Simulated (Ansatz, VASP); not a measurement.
## CdS in VASP and in Ansatz

```xyz
2
Lattice="2.9393 2.9393 0.0000 -2.9393 2.9393 0.0000 0.0000 2.9393 2.9393" Properties=species:S:1:pos:R:3 pbc="T T T"
Cd    0.0000    0.0000    0.0000
S     1.4696    4.4089    1.4696
```

Alike in both runs: functional r2SCAN; k mesh 12 × 12 × 12; occupations fermi-dirac, width 0.08 eV; no spin polarisation.

Ansatz relaxed the structure, and its values are those at the end. VASP's run is a single point on that final structure, the one shown.

|  | VASP | Ansatz |
| --- | --- | --- |
| version | VASP 6.6.1 | Ansatz 0.2.0 |
| potentials or method | VASP PAW PBE potentials, release 64 (Cd, S) | PAW with Ansatz's default frozen-core files, scalar-relativistic |
| plane-wave cutoff (eV) | 520 | 500 |
| valence electrons in the cell | 18 | 26 |

Ansatz gave:

| Property | Result |
| --- | --- |
| pressure (GPa) | 0.0 |

Which values does VASP return?

Pressure (GPa): 0.3.

VASP's potentials were made for PBE, not for r2SCAN. VASP's potentials hold 18 valence electrons a cell and Ansatz's 26, so a difference there can come from the potentials and not from the codes.
